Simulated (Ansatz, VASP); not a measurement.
**Two plane-wave programs on Ru**

```
Ru
1.0
     2.67753    0.00000    0.00000
    -1.33877    2.31881    0.00000
     0.00000    0.00000    4.21813
Ru
2
Direct
  0.33333 0.66667 0.25000
  0.66667 0.33333 0.75000
```

Alike in both runs: task single point; functional LDA; k mesh 13 × 13 × 8; occupations gaussian, width 0.6 eV; no spin polarisation.

|  | VASP | Ansatz |
| --- | --- | --- |
| version | VASP 6.6.1 | Ansatz 0.2.0 |
| potentials or method | VASP PAW LDA potentials, release 64 (Ru_pv), cutoff 520 eV | plane waves (420 eV) with PAW, scalar-relativistic |
| valence electrons in the cell | 28 | 32 |

|  | VASP | Ansatz | Ansatz less VASP |
| --- | --- | --- | --- |
| pressure (GPa) | 2.1 | 1.1 | -1.01 |
| traceless stress, the component that is largest in VASP (GPa) | 1.02 | 0.94 | -0.077 |

Ansatz warns that its potentials were made for another functional, while VASP's fit it. LDA's correlation is that of Perdew and Zunger in VASP and of Perdew and Wang (1992) in Ansatz. VASP's potentials hold 28 valence electrons a cell and Ansatz's 32, so a difference there can come from the potentials and not from the codes.
